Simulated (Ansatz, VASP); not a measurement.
# Two plane-wave programs on LiCl

The input INCAR:

```
PREC = Accurate ; ENCUT = 520
EDIFF = 1E-6 ; ISMEAR = -1
SIGMA = 0.02 ; LREAL = False
LASPH = True ; NELM = 60
ALGO = Normal ; ISIF = 2
LWAVE = False ; LCHARG = False
GGA = PE ; NBANDS = 12
```

File KPOINTS:

```
regular mesh
0
Gamma
  8 8 8
```

POSCAR

```
LiCl
1.0
    0.0000000000      2.4824231290      2.6130515065
    2.4824231290      0.0000000000      2.6130515065
    2.4824231290      2.4824231290      0.0000000000
Li Cl
1 1
Direct
    0.0000000000      0.0000000000      0.0000000000
    0.5000000000      0.5000000000      0.5000000000
```

Input for Ansatz:

```yaml
crystal:
  lattice:
    - [0.0, 2.482423129, 2.6130515065]
    - [2.482423129, 0.0, 2.6130515065]
    - [2.482423129, 2.482423129, 0.0]
  atoms:
    - { symbol: Li, position: [0.0, 0.0, 0.0] }
    - { symbol: Cl, position: [0.5, 0.5, 0.5] }
kpoints:
  mp_grid: { grid: [8, 8, 8] }
  band_path:
    path:
      - [0.0, 0.0, 0.0]
      - [0.5, 0.0, 0.5]
      - [0.625, 0.25, 0.625]
      - [0.375, 0.375, 0.75]
      - [0.5, 0.5, 0.5]
      - [0.5, 0.25, 0.75]
    npoints: 1
hamiltonian:
  xc: pbe
scf:
  occupations: { method: fermi_dirac, width: 0.02 }
  n_extra_bands: 4
output:
  forces: true
  stress: true
  eigenvalues: true
  write_density: true
  write_potential: true
  elf: true
  volumetric_format: npy
```

Change from the starting cell: epitaxial_xy strain -2.9%.

Alike in both runs: task single point; functional PBE; k mesh 8 × 8 × 8; occupations fermi-dirac, width 0.02 eV; no spin polarisation.

```csv
,VASP,Ansatz
version,VASP 6.6.1,Ansatz 0.2.0
potentials or method,"VASP PAW PBE potentials, release 64 (Li_sv, Cl)","plane waves, PAW"
plane-wave cutoff (eV),520,420
valence electrons in the cell,10,10
```

Ansatz gave:

* gap on the k mesh at the Fermi level (eV): 6.53

Q: What did VASP give for the same quantities?

A: gap on the k mesh at the Fermi level (eV): 6.54.

Noted on VASP's run: the cutoff is short for stress, so the pressure is rough.
